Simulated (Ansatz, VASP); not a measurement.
**RbAgBr2 in VASP and in Ansatz**

```
Rb Br Ag
1.0
     4.53209    0.00000    0.00000
     0.00000    4.53209    0.00000
     0.00000    0.00000    6.36803
Rb Br Ag
1 2 1
Direct
  0.00000 0.00000 0.00000
  0.00000 0.00000 0.50000
  0.50000 0.50000 0.00000
  0.50000 0.50000 0.50000
```

Alike in both runs: task single point; functional PBE; k mesh 6 × 6 × 4; no spin polarisation.

```csv
,VASP,Ansatz
version,VASP 6.6.1,Ansatz 0.2.0
potentials or method,"VASP PAW PBE potentials, release 64 (Rb_sv, Br, Ag)","plane waves, PAW"
plane-wave cutoff (eV),520,420
occupations,"gaussian, width 0.01 eV",fixed
valence electrons in the cell,34,42
```

|  | VASP | Ansatz | Ansatz less VASP |
| --- | --- | --- | --- |
| gap on the k mesh at the Fermi level (eV) | 1.19 | 1.19 | +0.002 |
| pressure (GPa) | 0.7 | 0.6 | -0.03 |

VASP's potentials hold 34 valence electrons a cell and Ansatz's 42, so a difference there can come from the potentials and not from the codes.
